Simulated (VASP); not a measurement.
# Ca (P4/mmm) in VASP: notebook, part 2 of 2

VASP 6.6.1. The steps go on from the part before.

## Step 3: Single point, PBEsol (strain +0.0100 x Voigt [0, 1, 0, 0, 0, 0])

INCAR

```
SYSTEM = Ca
PREC = Accurate ; ENCUT = 520
EDIFF = 1E-6 ; ISMEAR = 0
SIGMA = 0.15 ; LREAL = .FALSE.
LASPH = .TRUE. ; NELM = 60
ALGO = Fast ; ISIF = 2
LWAVE = .FALSE. ; LCHARG = .FALSE.
GGA = PS ; NBANDS = 11
```

KPOINTS

```
regular mesh
0
G
  18 18 18
  0 0 0
```

POSCAR

```
Ca
1.0
    3.4472033558      0.0000000000      0.0000000000
    0.0000000000      3.4816753894      0.0000000000
    0.0000000000      0.0000000000      3.4472033558
Ca
1
Direct
    0.0000000000      0.0000000000      0.0000000000
```

Potentials or basis: VASP PAW PBE potentials, release 64 (Ca_sv).

Launch:

```
$ cat potpaw_PBE.64/Ca_sv/POTCAR > POTCAR
$ mpirun -np 1 vasp_std > vasp.out
```

OUTCAR:

```text
SYSTEM = Ca
   PREC = Accurate
   ENCUT = 520
   EDIFF = 1E-6
   ISMEAR = 0
   LREAL = .FALSE.
   LASPH = .TRUE.
   NELM = 60
   ISIF = 2
   GGA = PS

 ion  position               nearest neighbor table
   1  0.000  0.000  0.000-

  LATTYP: Found a simple tetragonal cell.
 ALAT       =     3.4472033558
 C/A-ratio  =     1.0100000000

  Lattice vectors:

 A1 = (  -3.4472033558,   0.0000000000,   0.0000000000)
 A2 = (   0.0000000000,   0.0000000000,   3.4472033558)
 A3 = (   0.0000000000,   3.4816753894,   0.0000000000)

Analysis of symmetry for initial positions (statically):
=====================================================================
 Subroutine PRICEL returns:
 Original cell was already a primitive cell.

 Routine SETGRP: Setting up the symmetry group for a
 simple tetragonal supercell.

 Subroutine GETGRP returns: Found 16 space group operations
 (whereof 16 operations were pure point group operations)
 out of a pool of 16 trial point group operations.

The static configuration has the point symmetry D_4h.

Analysis of symmetry for dynamics (positions and initial velocities):
=====================================================================
 Subroutine PRICEL returns:
[... 161 lines left out ...]
 fundamental gap:      0.0101919520
 Fermi energy:         1.8589407572

 k-point     1 :       0.0000    0.0000    0.0000
  band No.  band energies     occupation
      1     -40.0827      2.00000
      2     -21.0400      2.00000
      3     -21.0319      2.00000
      4     -21.0319      2.00000
      5      -2.0457      2.00000
      6       2.6705      0.00000
      7       2.6721      0.00000
      8       6.1011      0.00000
      9       6.1011      0.00000
     10       6.1329      0.00000
     11      10.5785      0.00000
[... 309 lines left out ...]
 k-point    24 :       0.1667    0.1111    0.0000
  band No.  band energies     occupation
      1     -40.0745      2.00000
      2     -21.0944      2.00000
      3     -21.0619      2.00000
      4     -21.0240      2.00000
      5      -1.4684      2.00000
      6       2.8272      0.00000
      7       2.8735      0.00000
      8       5.4242      0.00000
      9       5.7278      0.00000
     10       5.9722      0.00000
     11       9.2660      0.00000

 [... further k-points ...]
[... 5 lines left out ...]
  --------------------------------------------------------------------------------------
  -------------------------------------------------------------------------------------
  Total        0.0493909     -0.1010077      0.0493909      0.0000000      0.0000000      0.0000000
  in kB        1.9126495     -3.9114974      1.9126495      0.0000000      0.0000000      0.0000000
  external PRESSURE =      -0.0287328 kB  Pullay stress =       0.0000000 kB

 VOLUME and BASIS-vectors are now :
 -----------------------------------------------------------------------------
  energy-cutoff  :      520.00
  volume of cell :       41.37
      direct lattice vectors                 reciprocal lattice vectors
     3.447203356  0.000000000  0.000000000     0.290090226  0.000000000  0.000000000
     0.000000000  3.481675389  0.000000000     0.000000000  0.287218045  0.000000000
     0.000000000  0.000000000  3.447203356     0.000000000  0.000000000  0.290090226

 POSITION                                       TOTAL-FORCE (eV/Angst)
 -----------------------------------------------------------------------------------
      0.00000      0.00000      0.00000         0.000000      0.000000      0.000000
 -----------------------------------------------------------------------------------
    total drift:                               -0.000000      0.000000     -0.000000

  FREE ENERGIE OF THE ION-ELECTRON SYSTEM (eV)
  ---------------------------------------------------
  free  energy   TOTEN  =        -1.7452378571 eV

  energy  without entropy=       -1.7344047904  energy(sigma->0) =       -1.73982132
```

OSZICAR:

```text
N       E                     dE             d eps       ncg     rms          rms(c)
DAV:   1     0.674173108423E+02    0.67417E+02   -0.50495E+03 12108   0.827E+02
DAV:   2    -0.155795330397E+00   -0.67573E+02   -0.66914E+02 13291   0.209E+02
DAV:   3    -0.167182982179E+01   -0.15160E+01   -0.14960E+01 17262   0.309E+01
DAV:   4    -0.175676581415E+01   -0.84936E-01   -0.84498E-01 15913   0.558E+00
DAV:   5    -0.175837292984E+01   -0.16071E-02   -0.16070E-02 16828   0.683E-01    0.236E+00
RMM:   6    -0.174981235912E+01    0.85606E-02   -0.60997E-03 12578   0.101E+00    0.145E+00
RMM:   7    -0.174495154276E+01    0.48608E-02   -0.20746E-02 14672   0.189E+00    0.130E-01
RMM:   8    -0.174511937059E+01   -0.16783E-03   -0.47361E-03 15844   0.590E-01    0.456E-02
RMM:   9    -0.174521434269E+01   -0.94972E-04   -0.10394E-03 16664   0.303E-01    0.265E-02
RMM:  10    -0.174523034368E+01   -0.16001E-04   -0.26413E-04 18367   0.121E-01    0.107E-02
RMM:  11    -0.174523609288E+01   -0.57492E-05   -0.87240E-05 18339   0.776E-02    0.231E-02
RMM:  12    -0.174523700776E+01   -0.91488E-06   -0.14731E-05 17447   0.361E-02    0.309E-03
RMM:  13    -0.174523785714E+01   -0.84938E-06   -0.52337E-06 14884   0.133E-02
   1 F= -.17452379E+01 E0= -.17398213E+01  d E =-.108331E-01
```

stdout:

```text
POSCAR found type information on POSCAR Ca
 POSCAR found :  1 types and       1 ions
 scaLAPACK will be used
 -----------------------------------------------------------------------------
|                                                                             |
|                                                                             |
|     You enforced a specific xc type in the INCAR file but a different       |
|     I HOPE YOU KNOW WHAT YOU ARE DOING!                                     |
|                                                                             |
 -----------------------------------------------------------------------------

 LDA part: xc-table for (Slater+PW92), standard interpolation
 POSCAR, INCAR and KPOINTS ok, starting setup
 FFT: planning ... GRIDC
 FFT: planning ... GRID_SOFT
 FFT: planning ... GRID
 WAVECAR not read
 entering main loop
WARNING in EDDRMM: call to ZHEGV failed, returncode =   8  4     11
WARNING in EDDRMM: call to ZHEGV failed, returncode =   8  4      6
WARNING in EDDRMM: call to ZHEGV failed, returncode =   8  4     11
WARNING in EDDRMM: call to ZHEGV failed, returncode =   8  4      6
WARNING in EDDRMM: call to ZHEGV failed, returncode =   8  4      8
WARNING in EDDRMM: call to ZHEGV failed, returncode =   8  4     10
WARNING in EDDRMM: call to ZHEGV failed, returncode =   6  3      5
```

Wall time 1.7 min (1 thread of Intel Xeon 6975P-C (Granite Rapids), shared host); peak memory 0.35 GiB.

Results:

- Free energy: -1.7452 eV
- Pressure: 0.0 GPa
- Band gap on the k mesh: zero (bands 5 and 6 overlap by 1.14 eV)

Stress tensor (GPa, compression positive):
```
 0.19  0.00  0.00
 0.00 -0.39  0.00
 0.00  0.00  0.19
```

Caveat: the cell differs from its parent crystal (strain +0.0100 x Voigt [0, 1, 0, 0, 0, 0]); the PAW data sets were made with another functional, which shifts forces and pressure a little.

## Step 4: Single point, PBEsol (strain +0.0150 x Voigt [0, 1, 0, 0, 0, 0])

INCAR

```
  ALGO = Fast
  EDIFF = 1E-6
  ENCUT = 520
  GGA = PS
  ISIF = 2
  ISMEAR = 0
  LASPH = True
  LCHARG = False
  LREAL = False
  LWAVE = False
  NBANDS = 11
  NELM = 100
  PREC = Accurate
  SIGMA = 0.15
```

KPOINTS

```
k-points
0
Gamma
  18 18 18
```

POSCAR

```
Ca
1.0
    3.4472033558      0.0000000000      0.0000000000
    0.0000000000      3.4989114061      0.0000000000
    0.0000000000      0.0000000000      3.4472033558
Ca
1
Direct
    0.0000000000      0.0000000000      0.0000000000
```

Launch:

```
$ cat potpaw_PBE.64/Ca_sv/POTCAR > POTCAR
$ mpirun -np 1 vasp_std > vasp.out
```

It took 94 s on 1 thread of Intel Xeon 6975P-C (Granite Rapids), shared host; peak memory 0.35 GiB.

The run converged. Its results:

| Property | Result |
| --- | --- |
| Free energy | -1.7446 eV |
| Pressure | -0.1 GPa |
| Band gap on the k mesh | zero (bands 5 and 6 overlap by 1.15 eV) |

Stress tensor (GPa, compression positive):
```
 0.23  0.00  0.00
 0.00 -0.63  0.00
 0.00  0.00  0.23
```

Levels at points of the mesh, in eV from the Fermi level:
```
           k point  band 1  band 2  band 3  band 4  band 5  band 6  band 7  band 8  band 9  band 10
(0.00, 0.00, 0.00)  -41.95  -22.91  -22.90  -22.90   -3.90    0.81    0.81    4.22    4.22     4.27
(0.50, 0.00, 0.00)  -41.93  -23.16  -22.89  -22.88   -1.15   -0.44    1.35    2.87    2.96     4.34
(0.00, 0.50, 0.00)  -41.93  -23.14  -22.88  -22.88   -1.25   -0.51    1.29    3.01    3.01     4.37
(0.50, 0.50, 0.00)  -41.91  -23.13  -23.10  -22.86   -0.41    0.90    2.42    2.46    3.25     3.32
(0.50, 0.00, 0.50)  -41.90  -23.12  -23.12  -22.87   -0.43    1.01    2.54    2.54    3.20     3.20
(0.50, 0.50, 0.50)  -41.89  -23.09  -23.09  -23.07    0.61    0.71    0.71    4.99    5.06     5.71
```

Caveat: the cell differs from its parent crystal (strain +0.0150 x Voigt [0, 1, 0, 0, 0, 0]); the PAW data sets were made with another functional, which shifts forces and pressure a little.

## Step 5: The runs side by side

| cell | gap on the mesh (eV) | pressure (GPa) |
| --- | --- | --- |
| a = 3.447, b = 3.464 Å, 1 atom | none | 0.1 |
| a = 3.447, b = 3.482 Å, 1 atom | none | 0.0 |
| a = 3.447, b = 3.499 Å, 1 atom | none | -0.1 |

Alike in all rows: task single point; level PBEsol; potentials or basis VASP PAW PBE potentials, release 64 (Ca_sv); no spin polarisation; k mesh 18 × 18 × 18; cutoff (eV) 520; smearing gaussian 0.15 eV.

Caveats: the PAW data sets were made with another functional, which shifts forces and pressure a little.

Absolute energies hang on the potentials; compare differences alone.

The gap in the log of VASP goes by the Fermi energy; the results here count the filled bands.